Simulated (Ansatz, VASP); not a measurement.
## Two plane-wave programs on RbIr3

```
Rb Ir
1.0
     4.15615    0.00000    0.00000
     0.00000    4.15615    0.00000
     0.00000    0.00000    4.15615
Rb Ir
1 3
Direct
  0.00000 0.00000 0.00000
  0.50000 0.00000 0.50000
  0.00000 0.50000 0.50000
  0.50000 0.50000 0.00000
```

Change from the starting cell: species swapped into the LaIn3 type (Pm-3m, No. 221).

Alike in both runs: task relaxation of cell and atoms; functional PBE; k mesh 12 × 12 × 12; occupations gaussian, width 0.1 eV; no spin polarisation.

|  | VASP | Ansatz |
| --- | --- | --- |
| version | VASP 6.6.1 | Ansatz 0.2.0 |
| potentials or method | VASP PAW PBE potentials, release 64 (Rb_sv, Ir), cutoff 600 eV | scalar-relativistic, plane waves, PAW |
| valence electrons in the cell | 36 | 60 |

|  | VASP | Ansatz | Ansatz less VASP |
| --- | --- | --- | --- |
| gap on the k mesh at the Fermi level, each at its own relaxed structure (eV) | none | none | - |
| relaxed volume (Å³/atom) | 18.03 | 17.93 | -0.092 |
| relaxed length of the cell vector where the two differ most in proportion (Å) | 4.162 | 4.155 | -0.0071 |

A gap of «none» marks a metal or a gap that the smearing closes. VASP's potentials hold 36 valence electrons a cell and Ansatz's 60, so a difference there can come from the potentials and not from the codes.

Neither program's run includes spin-orbit coupling.
